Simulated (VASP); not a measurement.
TiO2:

```
Ti O
1.0
     1.47410   -4.79653    0.00000
     1.47410    4.79653    0.00000
     0.00000    0.00000   10.23522
Ti O
4 8
Direct
  0.86691 0.13309 0.58314
  0.13309 0.86691 0.41686
  0.86691 0.13309 0.91686
  0.13309 0.86691 0.08314
  0.50000 0.50000 0.50000
  0.50000 0.50000 0.00000
  0.93424 0.06577 0.75000
  0.06577 0.93424 0.25000
  0.75440 0.24560 0.10287
  0.24560 0.75440 0.89713
  0.24560 0.75440 0.60287
  0.75440 0.24560 0.39713
```

Base run:

- Program: VASP 6.6.1
- Functional: BLYP
- Potentials or basis: VASP PAW PBE potentials, release 64 (Ti_sv, O)
- Cutoff: 520 eV
- k mesh: 9 × 9 × 3
- Occupations: fermi-dirac, width 0.05 eV
- Spin: no spin polarisation

Its results: band gap on the k mesh 2.57 eV (least direct gap 2.65 eV); pressure 4.1 GPa; largest force 0.170 eV/Å.

Question: After a change of settings the same cell gave: band gap on the k mesh 2.56 eV (least direct gap 2.64 eV); pressure -0.7 GPa; largest force 0.091 eV/Å. Which change was it?
A. functional from BLYP to PBE
B. functional from BLYP to PBE; k mesh from 9 × 9 × 3 to 3 × 3 × 1
C. functional from BLYP to LDA; potentials or basis from VASP PAW PBE potentials, release 64 (Ti_sv, O) to VASP PAW LDA potentials, release 64 (Ti_sv, O)

Answer: A.

PBE binds more tightly than BLYP, so the same cell stands under less pressure.

Caveats: an odd mesh through Γ misses points on the zone boundary, where band edges can lie; the cell stands under pressure (at least some runs); the PAW data sets were made with another functional, which shifts forces and pressure a little (at least some runs).
